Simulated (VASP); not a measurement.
Runs of VASP 6.6.1 on Sn. The structure is that of space group I4/mmm (No. 139), or close to it. The cells are those of the table. 

```csv
cell,further INCAR settings,gap on the mesh (eV),pressure (GPa)
"a = 3.343 Å, angles 112.4, 110.2, 105.9°, 1 atom",ALGO = Fast; EDIFF = 1e-06; NBANDS = 13,none,-4.0
"a = 3.522 Å, angles 125.1, 123.4, 82.9°, 1 atom",ALGO = Fast; EDIFF = 1e-07; NBANDS = 13,none,-3.6
"a = 3.352 Å, angles 114.1, 112.0, 102.5°, 1 atom",ALGO = Fast; EDIFF = 1e-06; NBANDS = 13,none,(a)
"a = 3.373 Å, angles 116.5, 114.5, 98.0°, 1 atom",ALGO = Fast; EDIFF = 1e-06; NBANDS = 13,none,-3.7
"a = 3.593 Å, angles 127.7, 126.1, 78.3°, 1 atom",ALGO = Fast; EDIFF = 1e-06; NBANDS = 13,none,(b)
```

Alike in all rows: task single point; level PBEsol; potentials or basis VASP PAW PBE potentials, release 64 (Sn_d); no spin polarisation; k mesh 22 × 22 × 22; cutoff (eV) 520; smearing gaussian 0.15 eV.

Problem. Estimate the missing entries.

Solution. (a) -3.9; (b) -3.3.

Caveats: the PAW data sets were made with another functional, which shifts forces and pressure a little; spin-orbit coupling is left out, which moves the levels of the heavy elements.

A k mesh can miss the band edges, and the runs leave out spin-orbit coupling on Sn.

A gap of «none» marks levels without a gap at the run's occupations.
